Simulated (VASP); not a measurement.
Input of a VASP 6.6.1 run:

Contents of INCAR:

```
SYSTEM = Ta
  PREC = Accurate
  ENCUT = 520
  EDIFF = 1E-7
  ISMEAR = -1
  SIGMA = 0.05
  LREAL = .FALSE.
  LASPH = .TRUE.
  NELM = 60
  ALGO = Fast
  ISIF = 2
  LWAVE = .FALSE.
  LCHARG = .FALSE.
  GGA = RP
  IVDW = 12
  NBANDS = 12
```

KPOINTS

```
regular mesh
0
G
  11 11 11
  0 0 0
```

File POSCAR:

```
Ta
1.0
   -1.5587394156      1.5587394156      1.5587394156
    1.5587394156     -1.5587394156      1.5587394156
    1.5587394156      1.5587394156     -1.5587394156
Ta
1
Direct
    0.0000000000      0.0000000000      0.0000000000
```

Potentials or basis: VASP PAW PBE potentials, release 64 (Ta_pv).

The run is started by

```console
$ cat potpaw_PBE.64/Ta_pv/POTCAR > POTCAR
$ mpirun -np 1 vasp_std > vasp.out
```

(1) Estimate the pressure.

(2) Estimate the dispersion energy per atom.

Results:

(1) 0.5 GPa.

(2) -5.730 eV.

Caveat: the PAW data sets were made with another functional, which shifts forces and pressure a little; pairwise dispersion overbinds metals, which lowers pressure and volume.
